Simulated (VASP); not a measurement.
Set up this calculation in VASP 6.6.1, as the native input.

* Task: single point
* Functional: PBE
* Potentials or basis: VASP PAW PBE potentials, release 64 (Hf_pv, O)
* Cutoff: 520 eV
* k mesh: 6 × 6 × 6
* Occupations: gaussian, width 0.01 eV
* Spin: no spin polarisation
* Dipole correction: no
* Further INCAR settings: ALGO = Normal; EDIFF = 1e-06; NBANDS = 18

The structure of HfO2 lies in POSCAR:

```
HfO2
1.0
    0.0000000000      2.5291823181      2.5291823181
    2.5291823181      0.0000000000      2.5291823181
    2.5291823181      2.5291823181      0.0000000000
Hf O
1 2
Direct
    0.0000000000      0.0000000000      0.0000000000
    0.2500000000      0.2500000000      0.2500000000
    0.7500000000      0.7500000000      0.7500000000
```

One way to write it, as run:

INCAR

```
SYSTEM = HfO2
PREC     = Accurate       ! precision mode
ENCUT    = 520            ! plane-wave cutoff, eV
EDIFF    = 1E-6           ! SCF threshold, eV
ISMEAR   = 0              ! smearing method
SIGMA    = 0.01           ! smearing width, eV
LREAL    = .False.        ! projectors in reciprocal space
LASPH    = .True.         ! aspherical terms in the spheres
NELM     = 60             ! most SCF steps
ALGO     = Normal         ! electronic algorithm
ISIF     = 2              ! what is computed and relaxed
LWAVE    = .False.        ! write WAVECAR
LCHARG   = .False.        ! write CHGCAR
GGA      = PE             ! functional
NBANDS   = 18             ! bands
```

KPOINTS

```
Automatic mesh
0
Gamma
  6 6 6
  0 0 0
```

Potentials or basis: VASP PAW PBE potentials, release 64 (Hf_pv, O).

Command:

```sh
$ cat potpaw_PBE.64/Hf_pv/POTCAR potpaw_PBE.64/O/POTCAR > POTCAR
$ mpirun -np 1 vasp_std > vasp.out
```

It gave:

```json
{
 "Pressure": "2.1 GPa",
 "Band gap on the k mesh": "3.82 eV, direct"
}
```

Caveat: spin-orbit coupling is left out, which moves the levels of the heavy elements.

Run time: 10 s on 1 thread of Intel(R) Xeon(R) Platinum 8375C CPU @ 2.90GHz (Ice Lake), on a shared host, peak memory 0.15 GiB.
